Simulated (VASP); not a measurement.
Pt:

```
CELL_PARAMETERS angstrom
2.74313 0.00000 0.00000
-1.37156 2.37562 0.00000
0.00000 0.00000 4.72559
ATOMIC_POSITIONS crystal
Pt 0.33333 0.66667 0.25000
Pt 0.66667 0.33333 0.75000
```

Base run:

* Program: VASP 6.6.1
* Functional: r2SCAN
* Potentials or basis: VASP PAW PBE potentials, release 64 (Pt_sv_GW)
* Cutoff: 550 eV
* k mesh: 8 × 8 × 5
* Occupations: fermi-dirac, width 0.05 eV
* Spin: no spin polarisation

Its results: band gap on the k mesh zero (band 18 reaches 10.59 eV, above the bottom of band 19 at 9.32 eV); pressure -2.1 GPa.

**Question.** The run is repeated on the same cell with these changes: potentials or basis from VASP PAW PBE potentials, release 64 (Pt_sv_GW) to VASP PAW PBE potentials, release 64 (Pt); cutoff from 550 eV to 520 eV; further incar settings from ALGO = Normal; EDIFF = 1e-06; NBANDS = 25 to ALGO = Normal; EDIFF = 1e-06; NBANDS = 17; valence electrons from 36 to 20. What comes out?

**Answer.** Band gap on the k mesh zero (band 10 reaches 11.11 eV, above the bottom of band 11 at 9.84 eV); pressure 0.7 GPa.

Caveats: the PAW data sets were made with another functional, which shifts forces and pressure a little; spin-orbit coupling is left out, which moves the levels of the heavy elements.
